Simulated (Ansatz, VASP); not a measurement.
**GaGe in VASP and in Ansatz**

The input INCAR:

```
PREC     = Accurate       # precision mode
ENCUT    = 600            # plane-wave cutoff, eV
EDIFF    = 1E-6           # SCF threshold, eV
ISMEAR   = -1             # smearing method
SIGMA    = 0.05           # smearing width, eV
LREAL    = F              # projectors in reciprocal space
LASPH    = T              # aspherical terms in the spheres
NELM     = 80             # most SCF steps
ALGO     = Normal         # electronic algorithm
ISIF     = 3              # what is computed and relaxed
LWAVE    = F              # write WAVECAR
LCHARG   = F              # write CHGCAR
GGA      = PS             # functional
IVDW     = 13             # dispersion correction
IBRION   = 2              # ionic algorithm
NSW      = 60             # ionic steps
EDIFFG   = -0.01          # ionic threshold
```

KPOINTS

```
Automatic mesh
0
Gamma
  8 8 8
```

POSCAR

```
GaGe
1.0
    0.0000000000      2.8978440000      2.8978440000
    2.8978440000      0.0000000000      2.8978440000
    2.8978440000      2.8978440000      0.0000000000
Ge Ga
1 1
Direct
    0.0000000000      0.0000000000      0.0000000000
    0.2500000000      0.2500000000      0.2500000000
```

Contents of input.yaml:

```yaml
crystal:
  lattice:
    - [0.0, 2.897844, 2.897844]
    - [2.897844, 0.0, 2.897844]
    - [2.897844, 2.897844, 0.0]
  atoms:
    - { symbol: Ge, position: [0.0, 0.0, 0.0] }
    - { symbol: Ga, position: [0.25, 0.25, 0.25] }
hamiltonian:
  xc: pbesol
  pseudopotentials: { kind: paw }
  dispersion: d4
kpoints:
  mp_grid: { grid: [8, 8, 8] }
scf:
  occupations: { method: fermi_dirac, width: 0.05 }
output:
  forces: true
  stress: true
  eigenvalues: true
  write_density: true
  write_potential: true
  elf: true
  volumetric_format: npy
relax:
  f_tol: 0.01
  max_steps: 40
  cell: { stress_tol: 0.05 }
```

Alike in both runs: task relaxation of cell and atoms; functional PBEsol; dispersion D4; k mesh 8 × 8 × 8; occupations fermi-dirac, width 0.05 eV; no spin polarisation.

|  | VASP | Ansatz |
| --- | --- | --- |
| version | VASP 6.6.1 | Ansatz 0.2.0 |
| potentials or method | VASP PAW PBE potentials, release 64 (Ge_d, Ga_d) | Ansatz PAW |
| plane-wave cutoff (eV) | 600 | 420 |
| valence electrons in the cell | 27 | 27 |

VASP gave:

| Item | Value |
| --- | --- |
| gap on the k mesh at the Fermi level, each at its own relaxed structure (eV) | none |
| relaxed volume (Å³/atom) | 22.71 |
| relaxed cell length with the largest relative difference (Å) | 4.005 |

**Question.** What did Ansatz give for the same quantities?

**Answer.** gap on the k mesh at the Fermi level, each at its own relaxed structure (eV): none; relaxed volume (Å³/atom): 22.67; relaxed cell length with the largest relative difference (Å): 4.003.

VASP's potentials were made for PBE, not for PBEsol. A gap of «none» marks a metal or a gap that the smearing closes.

Noted on Ansatz's run: the plane-wave basis is chosen anew once the cell has moved, so the energies of steps on either side of that aren't comparable.
